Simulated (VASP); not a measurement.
Here is a VASP 6.6.1 calculation.

Contents of INCAR:

```
SYSTEM = C
PREC = Accurate ; ENCUT = 600
EDIFF = 1E-7 ; ISMEAR = 0
SIGMA = 0.02 ; LREAL = .False.
LASPH = .True. ; NELM = 60
ALGO = Normal ; ISIF = 4
LWAVE = .False. ; LCHARG = .False.
GGA = PE ; IBRION = 2
NSW = 50 ; EDIFFG = -0.01
```

KPOINTS

```
Automatic mesh
0
Gamma
  12 12 8
  0 0 0
```

File POSCAR:

```
C
1.0
    2.1572775407     -1.2455227429     -0.0151118923
    2.1572775407      1.2455227429     -0.0151118923
   -0.2710020646      0.0000000000      4.2979594150
C
2
Direct
    0.3333339401      0.3333339401      0.0000006275
    0.6666660599      0.6666660599      0.9999993725
```

Potentials or basis: VASP PAW PBE potentials, release 64 (C).

Command:

```console
$ cat potpaw_PBE.64/C/POTCAR > POTCAR
$ mpirun -np 1 vasp_std > vasp.out
```

What does it give for the band gap on the k mesh?

Zero (bands 4 and 5 overlap by 0.19 eV).

The path:
```tsv
step	energy change (eV)	largest force (eV/Å)	pressure (GPa)	volume (Å³)
1	0.0000	0.0001	-6.07	23.09
2	-0.0120	0.0002	0.16	23.09
3	-0.0120	0.0002	-0.26	23.09
```

Caveat: this functional lacks dispersion, which binds layers or chains, so the pressure and a relaxed spacing across them are unreliable.
